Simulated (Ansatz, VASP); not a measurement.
HgTe: VASP beside Ansatz

File INCAR:

```
SYSTEM = HgTe
PREC = Accurate
ENCUT = 520
EDIFF = 1E-7
ISMEAR = 0
SIGMA = 0.15
LREAL = .False.
LASPH = .True.
NELM = 100
ALGO = Normal
ISIF = 2
LWAVE = .False.
LCHARG = .False.
GGA = PE
NBANDS = 16
```

The input KPOINTS:

```
regular mesh
0
Gamma
  14 14 14
  0 0 0
```

The input POSCAR:

```
HgTe
1.0
   -0.0322350000      3.2235000000      3.2235000000
    3.2235000000     -0.0322350000      3.2235000000
    3.1912650000      3.1912650000      0.0000000000
Hg Te
1 1
Direct
    0.0000000000      0.0000000000      0.0000000000
    0.7500000000      0.7500000000      0.7500000000
```

Input for Ansatz:

```yaml
crystal:
  lattice:
    - [-0.032235, 3.2235, 3.2235]
    - [3.2235, -0.032235, 3.2235]
    - [3.191265, 3.191265, 0.0]
  atoms:
    - { symbol: Hg, position: [0.0, 0.0, 0.0] }
    - { symbol: Te, position: [0.75, 0.75, 0.75] }
basis:
  ecutwfc: 420
kpoints:
  mp_grid: { grid: [14, 14, 14] }
hamiltonian:
  xc: pbe
scf:
  occupations: { method: gaussian, width: 0.15 }
output:
  forces: true
  stress: true
  eigenvalues: true
```

Change from the starting cell: strain -0.0200 x Voigt [0, 0, 0, 0, 0, 1], atoms carried along.

Alike in both runs: task single point; functional PBE; k mesh 14 × 14 × 14; occupations gaussian, width 0.15 eV; no spin polarisation.

|  | VASP | Ansatz |
| --- | --- | --- |
| version | VASP 6.6.1 | Ansatz 0.2.0 |
| potentials or method | VASP PAW PBE potentials, release 64 (Hg, Te), cutoff 520 eV | scalar-relativistic, plane waves, PAW |
| valence electrons in the cell | 18 | 36 |

VASP gave:

| Quantity | Value |
| --- | --- |
| gap on the k mesh at the Fermi level (eV) | none |
| pressure (GPa) | 4.2 |
| traceless stress, the component that is largest in VASP (GPa) | 0.89 |
| rms of the force components (eV/Å) | 0.079 |

Q: Estimate Ansatz's values.

A: gap on the k mesh at the Fermi level (eV): none; pressure (GPa): 4.1; traceless stress, the component that is largest in VASP (GPa): 0.88; rms of the force components (eV/Å): 0.077.

Atom by atom the forces differ by 0.002 eV/Å (rms over components). A gap of «none» marks a metal or a gap that the smearing closes. VASP's potentials hold 18 valence electrons a cell and Ansatz's 36, so a difference there can come from the potentials and not from the codes.

Neither program's run includes spin-orbit coupling.
